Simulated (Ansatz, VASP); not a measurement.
## Two plane-wave programs on Al2Cu

The input INCAR:

```
PREC = Accurate
ENCUT = 520
EDIFF = 1E-7
ISMEAR = -1
SIGMA = 0.05
LREAL = False
LASPH = True
NELM = 60
ALGO = Normal
ISIF = 2
LWAVE = False
LCHARG = True
GGA = CA
LELF = True
LVHAR = True
NBANDS = 26
```

Contents of KPOINTS:

```
Automatic mesh
0
Gamma
  7 7 7
```

POSCAR

```
Al2Cu
1.0
   -3.0929954968      3.0929954968      2.4863258675
    3.0929954968     -3.0929954968      2.4863258675
    3.0929954968      3.0929954968     -2.4863258675
Cu Al
2 4
Direct
    0.2500000000      0.2500000000      0.0000000000
    0.7500000000      0.7500000000      0.0000000000
    0.3419000000      0.1581000000      0.5000000000
    0.8419000000      0.3419000000      0.1838000000
    0.6581000000      0.8419000000      0.5000000000
    0.1581000000      0.6581000000      0.8162000000
```

Contents of input.yaml:

```yaml
crystal:
  lattice:
    - [-3.0929954968, 3.0929954968, 2.4863258675]
    - [3.0929954968, -3.0929954968, 2.4863258675]
    - [3.0929954968, 3.0929954968, -2.4863258675]
  atoms:
    - { symbol: Cu, position: [0.25, 0.25, 0.0] }
    - { symbol: Cu, position: [0.75, 0.75, 0.0] }
    - { symbol: Al, position: [0.3419, 0.1581, 0.5] }
    - { symbol: Al, position: [0.8419, 0.3419, 0.1838] }
    - { symbol: Al, position: [0.6581, 0.8419, 0.5] }
    - { symbol: Al, position: [0.1581, 0.6581, 0.8162] }
hamiltonian:
  xc: lda
  pseudopotentials: { kind: paw }
kpoints:
  mp_grid: { grid: [7, 7, 7] }
scf:
  occupations: { method: fermi_dirac, width: 0.05 }
output:
  forces: true
  stress: true
  eigenvalues: true
```

Alike in both runs: task single point; functional LDA; k mesh 7 × 7 × 7; occupations fermi-dirac, width 0.05 eV; no spin polarisation.

|  | VASP | Ansatz |
| --- | --- | --- |
| version | VASP 6.6.1 | Ansatz 0.2.0 |
| potentials or method | VASP PAW LDA potentials, release 64 (Cu, Al) | Ansatz PAW |
| plane-wave cutoff (eV) | 520 | 420 |
| valence electrons in the cell | 34 | 50 |

```csv
,VASP,Ansatz,Ansatz less VASP
gap on the k mesh at the Fermi level (eV),none,none,-
pressure (GPa),-10.5,-10.8,-0.22
rms of the force components (eV/Å),0.056,0.058,+0.0016
```

LDA's correlation is that of Perdew and Zunger in VASP and of Perdew and Wang (1992) in Ansatz. Atom by atom the forces differ by 0.002 eV/Å (rms over components). A gap of «none» marks a metal or a gap that the smearing closes. VASP's potentials hold 34 valence electrons a cell and Ansatz's 50, so a difference there can come from the potentials and not from the codes.
